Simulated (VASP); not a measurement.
# Zn (Fm-3m) in VASP: further runs

The runs below take Zn through single point, with LDA, PBE.

Everything below comes from runs of VASP 6.6.1. Logs are shortened: lines on timing, memory, paths and dates and some standing lists are left out, and cuts for length are marked.

### 1 The cell of the first run

Symmetry: Fm-3m, No. 225, cubic system. Conventional cell: a = 3.930 Å, b = 3.930 Å, c = 3.930 Å, α = 90.00°, β = 90.00°, γ = 90.00°. Within 3.7 Å of Zn (site symmetry m-3m) lie 12 Zn at 2.78 Å.

### 2 Single point, LDA

The input, INCAR:

```
SYSTEM = Zn
ALGO = Normal
EDIFF = 1E-7
ENCUT = 520
GGA = CA
ISIF = 2
ISMEAR = -1
LASPH = .TRUE.
LCHARG = .FALSE.
LREAL = .FALSE.
LWAVE = .FALSE.
NBANDS = 12
NELM = 80
PREC = Accurate
SIGMA = 0.05
```

The input, KPOINTS:

```
k-points
0
G
  12 12 12
  0 0 0
```

The input, POSCAR:

```
Zn
1.0
    0.0000000000      1.9647760000      1.9647760000
    1.9647760000      0.0000000000      1.9647760000
    1.9647760000      1.9647760000      0.0000000000
Zn
1
Direct
    0.0000000000      0.0000000000      0.0000000000
```

Potentials or basis: VASP PAW LDA potentials, release 64 (Zn).

The run is started by

```
$ cat potpaw_LDA.64/Zn/POTCAR > POTCAR
$ mpirun -np 1 vasp_std > vasp.out
```

OUTCAR:

```text
SYSTEM = Zn
   EDIFF = 1E-7
   ENCUT = 520
   GGA = CA
   ISIF = 2
   ISMEAR = -1
   LASPH = .TRUE.
   LREAL = .FALSE.
   NELM = 80
   PREC = Accurate

 ion  position               nearest neighbor table
   1  0.000  0.000  0.000-

  LATTYP: Found a face centered cubic cell.
 ALAT       =     3.9295520000

  Lattice vectors:

 A1 = (   0.0000000000,   1.9647760000,   1.9647760000)
 A2 = (   1.9647760000,   0.0000000000,   1.9647760000)
 A3 = (   1.9647760000,   1.9647760000,   0.0000000000)

Analysis of symmetry for initial positions (statically):
=====================================================================
 Subroutine PRICEL returns:
 Original cell was already a primitive cell.

 Routine SETGRP: Setting up the symmetry group for a
 face centered cubic supercell.

 Subroutine GETGRP returns: Found 48 space group operations
 (whereof 48 operations were pure point group operations)
 out of a pool of 48 trial point group operations.

The static configuration has the point symmetry O_h .

Analysis of symmetry for dynamics (positions and initial velocities):
=====================================================================
 Subroutine PRICEL returns:
 Original cell was already a primitive cell.

 Routine SETGRP: Setting up the symmetry group for a
 face centered cubic supercell.

 Subroutine GETGRP returns: Found 48 space group operations
 (whereof 48 operations were pure point group operations)
 out of a pool of 48 trial point group operations.

The dynamic configuration has the point symmetry O_h .

 Subroutine INISYM returns: Found 48 space group operations
 (whereof 48 operations are pure point group operations),
 and found     1 'primitive' translations

----------------------------------------------------------------------------------------

                                     Primitive cell

  volume of cell :      15.1694

  direct lattice vectors                    reciprocal lattice vectors
     0.000000000  1.964776000  1.964776000    -0.254481936  0.254481936  0.254481936
     1.964776000  0.000000000  1.964776000     0.254481936 -0.254481936  0.254481936
     1.964776000  1.964776000  0.000000000     0.254481936  0.254481936 -0.254481936

  length of vectors
     2.778612866  2.778612866  2.778612866     0.440775643  0.440775643  0.440775643

  position of ions in fractional coordinates (direct lattice)
     0.000000000  0.000000000  0.000000000

  ion indices of the primitive-cell ions
   primitive index   ion index
                 1           1

----------------------------------------------------------------------------------------

 KPOINTS: k-points

Automatic generation of k-mesh.
 Grid dimensions read from file:
 generate k-points for:   12   12   12

 Generating k-lattice:

  Cartesian coordinates                     Fractional coordinates (reciprocal lattice)
    -0.021206828  0.021206828  0.021206828     0.083333333  0.000000000  0.000000000
     0.021206828 -0.021206828  0.021206828     0.000000000  0.083333333  0.000000000
     0.021206828  0.021206828 -0.021206828     0.000000000  0.000000000  0.083333333

  Length of vectors
     0.036731304  0.036731304  0.036731304

  Shift w.r.t. Gamma in fractional coordinates (k-lattice)
     0.000000000  0.000000000  0.000000000

 Subroutine IBZKPT returns following result:
 ===========================================

 Found     72 irreducible k-points:

 Following reciprocal coordinates:
            Coordinates               Weight
  0.000000  0.000000  0.000000      1.000000
  0.083333  0.000000  0.000000      8.000000
  0.166667  0.000000  0.000000      8.000000
  0.250000  0.000000  0.000000      8.000000
  0.333333  0.000000  0.000000      8.000000
  0.416667  0.000000  0.000000      8.000000
[... 16 lines left out ...]
  0.500000  0.166667  0.000000     24.000000
 -0.416667  0.166667  0.000000     24.000000
 [... further k-points ...]
   k-points           NKPTS =     72   k-points in BZ     NKDIM =     72   number of bands    NBANDS=     12
   number of dos      NEDOS =    301   number of ions     NIONS =      1
   total plane-waves  NPLWV =  13824
   dimension x,y,z NGX =    24 NGY =   24 NGZ =   24
   dimension x,y,z NGXF=    48 NGYF=   48 NGZF=   48
   ions per type =               1
   NGX,Y,Z   is equivalent  to a cutoff of  14.36, 14.36, 14.36 a.u.
   NGXF,Y,Z  is equivalent  to a cutoff of  28.72, 28.72, 28.72 a.u.
 SYSTEM =  Zn
   PREC   = accura    normal or accurate (medium, high low for compatibility)
   ISTART =      0    job   : 0-new  1-cont  2-samecut
   ICHARG =      2    charge: 1-file 2-atom 10-const
   ISPIN  =      1    spin polarized calculation?
   LNONCOLLINEAR =      F non collinear calculations
   LSORBIT =      F    spin-orbit coupling
   LASPH  =      T    aspherical Exc in radial PAW
   ENCUT  =  520.0 eV  38.22 Ry    6.18 a.u.   5.17  5.17  5.17*2*pi/ulx,y,z
   NELM   =     80;   NELMIN=  2; NELMDL= -5     # of ELM steps
   EDIFF  = 0.1E-06   stopping-criterion for ELM
   LREAL  =      F    real-space projection
   EDIFFG = 0.1E-05   stopping-criterion for IOM
   NSW    =      0    number of steps for IOM
   IBRION =     -1    ionic relax: 0-MD 1-quasi-New 2-CG
   NFREE  =      0    steps in history (QN), initial steepest desc. (CG)
   ISIF   =      2    stress and relaxation
   ISYM   =      2    0-nonsym 1-usesym 2-fastsym
   POTIM  = 0.5000    time-step for ionic-motion
   TEBEG  =    0.0;   TEEND  =   0.0 temperature during run
   PSTRESS=    0.0 pullay stress
   NELECT =      12.0000    total number of electrons
   NUPDOWN=      -1.0000    fix difference up-down
   EMIN   =  10.00;   EMAX   =-10.00  energy-range for DOS
   EFERMI =   0.00;   METHOD = LEGACY
   ISMEAR =    -1;   SIGMA  =   0.05  broadening in eV -4-tet -1-fermi 0-gaus
   EFERMI_NEDOS =   21; number of points for ismear=-14 and -15
   IALGO  =     38    algorithm
   IMIX   =      4    mixing-type and parameters
     AMIX     =   0.40;   BMIX     =  1.00
     AMIX_MAG =   1.60;   BMIX_MAG =  1.00
  volume/ion in A,a.u.               =      15.17       102.37
  Fermi-wavevector in a.u.,A,eV,Ry     =   1.514069  2.861175 31.190044  2.292404
  Thomas-Fermi vector in A             =   2.623775
   LORBIT       =      0    0 simple, 1 ext, 2 COOP (PROOUT), +10 PAW based schemes
   GGA     = CA    functional components
   LHFCALC =     F    Hartree Fock is set to
   AEXX    =    0.0000 exact exchange contribution
   IVDW    =     0    specifies the selected vdW correction
   LEPSILON=     F    determine dielectric tensor
   LRPA    =     F    only Hartree local field effects (RPA)
 non-spin polarized calculation
  energy-cutoff  :      520.00
  volume of cell :       15.17
 maximum number of plane-waves:       424
 NGX is ok and might be reduce to    24
   NGX = 11   NGY = 11   NGZ = 11

 number of electron      12.0000008 magnetization

 Free energy of the ion-electron system (eV)
  ---------------------------------------------------
  ext. energy  EPLUGINS =         0.00000000
  ---------------------------------------------------
  free energy    TOTEN  =        -1.79644897 eV

  energy without entropy =       -1.79304545  energy(sigma->0) =       -1.79474721

 E-fermi :   2.7876     XC(G=0): -11.9113

 val. band max:        2.6808931965   @ k =  -0.4167   0.3333   0.0000
 cond. band min:       2.7987530094   @ k =  -0.4167   0.0833   0.0000
 fundamental gap:      0.1178598129
 Fermi energy:         2.7875831644

 k-point     1 :       0.0000    0.0000    0.0000
  band No.  band energies     occupation
      1      -7.5070      2.00000
      2      -4.8497      2.00000
      3      -4.8497      2.00000
      4      -4.8497      2.00000
      5      -4.4674      2.00000
      6      -4.4674      2.00000
      7      20.9597      0.00000
      8      20.9597      0.00000
      9      20.9597      0.00000
     10      21.8890      0.00000
     11      23.9137      0.00000
     12      23.9137      0.00000

 k-point     2 :       0.0833    0.0000    0.0000
  band No.  band energies     occupation
      1      -7.2982      2.00000
      2      -4.8656      2.00000
      3      -4.8264      2.00000
      4      -4.8264      2.00000
      5      -4.4736      2.00000
      6      -4.4736      2.00000
      7      17.9857      0.00000
      8      20.3797      0.00000
      9      20.3797      0.00000
     10      21.5790      0.00000
     11      24.8415      0.00000
     12      24.8415      0.00000

 k-point     3 :       0.1667    0.0000    0.0000
  band No.  band energies     occupation
      1      -6.6998      2.00000
      2      -4.8785      2.00000
      3      -4.7800      2.00000
      4      -4.7800      2.00000
      5      -4.4720      2.00000
      6      -4.4720      2.00000
      7      13.9475      0.00000
      8      19.4715      0.00000
      9      19.4715      0.00000
     10      21.3821      0.00000
     11      26.4593      0.00000
     12      26.4593      0.00000
[... 286 lines left out ...]
 k-point    23 :       0.5000    0.1667    0.0000
  band No.  band energies     occupation
      1      -5.3634      2.00000
      2      -4.9313      2.00000
      3      -4.6927      2.00000
      4      -4.5514      2.00000
      5      -4.1729      2.00000
      6      -0.1804      2.00000
      7       3.2916      0.00008
      8      13.0798      0.00000
      9      15.0331      0.00000
     10      17.7654      0.00000
     11      26.0800      0.00000
     12      26.9496      0.00000

 k-point    24 :      -0.4167    0.1667    0.0000
  band No.  band energies     occupation
      1      -5.3479      2.00000
      2      -4.9347      2.00000
      3      -4.7092      2.00000
      4      -4.4944      2.00000
      5      -4.2266      2.00000
      6       0.5577      2.00000
      7       2.4317      1.99838
      8      12.1909      0.00000
      9      15.8314      0.00000
     10      18.3189      0.00000
     11      25.2527      0.00000
     12      26.4016      0.00000

 [... further k-points ...]
[... 5 lines left out ...]
  --------------------------------------------------------------------------------------
  -------------------------------------------------------------------------------------
  Total       -0.7673907     -0.7673907     -0.7673907      0.0000000      0.0000000     -0.0000000
  in kB      -81.0509297    -81.0509297    -81.0509297      0.0000000      0.0000000     -0.0000000
  external PRESSURE =     -81.0509297 kB  Pullay stress =       0.0000000 kB

 VOLUME and BASIS-vectors are now :
 -----------------------------------------------------------------------------
  energy-cutoff  :      520.00
  volume of cell :       15.17
      direct lattice vectors                 reciprocal lattice vectors
     0.000000000  1.964776000  1.964776000    -0.254481936  0.254481936  0.254481936
     1.964776000  0.000000000  1.964776000     0.254481936 -0.254481936  0.254481936
     1.964776000  1.964776000  0.000000000     0.254481936  0.254481936 -0.254481936

 POSITION                                       TOTAL-FORCE (eV/Angst)
 -----------------------------------------------------------------------------------
      0.00000      0.00000      0.00000         0.000000     -0.000000     -0.000000
 -----------------------------------------------------------------------------------
    total drift:                               -0.000000      0.000000      0.000000

  FREE ENERGIE OF THE ION-ELECTRON SYSTEM (eV)
  ---------------------------------------------------
  free  energy   TOTEN  =        -1.7964489688 eV

  energy  without entropy=       -1.7930454479  energy(sigma->0) =       -1.79474721
```

It took 4.3 s on 1 thread of Intel Xeon 6975P-C (Granite Rapids), shared host; peak memory 0.12 GiB.

What came out:

| Property | Result |
| --- | --- |
| Free energy | -1.7964 eV |
| Pressure | -8.1 GPa |
| Band gap on the k mesh | zero (band 6 reaches 5.09 eV, above the bottom of band 7 at 1.41 eV) |

Levels at points of the mesh, in eV from the Fermi level:
```tsv
k point	band 4	band 5	band 6	band 7	band 8	band 9
(0.00, 0.00, 0.00)	-7.64	-7.25	-7.25	18.17	18.17	18.17
(0.50, 0.00, 0.00)	-6.97	-6.97	-2.81	-1.38	15.15	15.15
(0.50, 0.50, 0.00)	-6.90	-6.90	-0.93	1.74	8.42	8.42
```

### 3 Single point, PBE

The input, INCAR:

```
SYSTEM = Zn
ALGO = Normal ; EDIFF = 1E-6
ENCUT = 520 ; GGA = PE
ISIF = 2 ; ISMEAR = 0
LASPH = .True. ; LCHARG = .True.
LELF = .True. ; LREAL = .False.
LVHAR = .True. ; LWAVE = .False.
NBANDS = 12 ; NELM = 60
PREC = Accurate ; SIGMA = 0.1
```

The input, KPOINTS:

```
k-points
0
Gamma
  10 10 10
  0 0 0
```

POSCAR is that of step 2.

Potentials or basis: VASP PAW PBE potentials, release 64 (Zn).

The run is started by

```
$ cat potpaw_PBE.64/Zn/POTCAR > POTCAR
$ mpirun -np 1 vasp_std > vasp.out
```

It took 3.5 s on 1 thread of Intel Xeon 6975P-C (Granite Rapids), shared host; peak memory 0.13 GiB.

The run converged. Its results:

```yaml
Free_energy: -1.0854 eV
Pressure: 0.0 GPa
Band_gap_on_the_k_mesh: zero (band 6 reaches 4.26 eV, above the bottom of band 7 at 1.70 eV)
```

Levels at points of the mesh, in eV from the Fermi level:
| k point | band 3 | band 4 | band 5 | band 6 | band 7 | band 8 | band 9 | band 10 |
| --- | --- | --- | --- | --- | --- | --- | --- | --- |
| (0.00, 0.00, 0.00) | -7.79 | -7.79 | -7.42 | -7.42 | 18.10 | 18.10 | 18.10 | 18.72 |
| (0.50, 0.00, 0.00) | -7.80 | -7.13 | -7.13 | -3.07 | -1.55 | 15.08 | 15.08 | 17.26 |
| (0.50, 0.50, 0.00) | -7.15 | -7.06 | -7.06 | -1.17 | 1.56 | 8.26 | 8.26 | 11.91 |
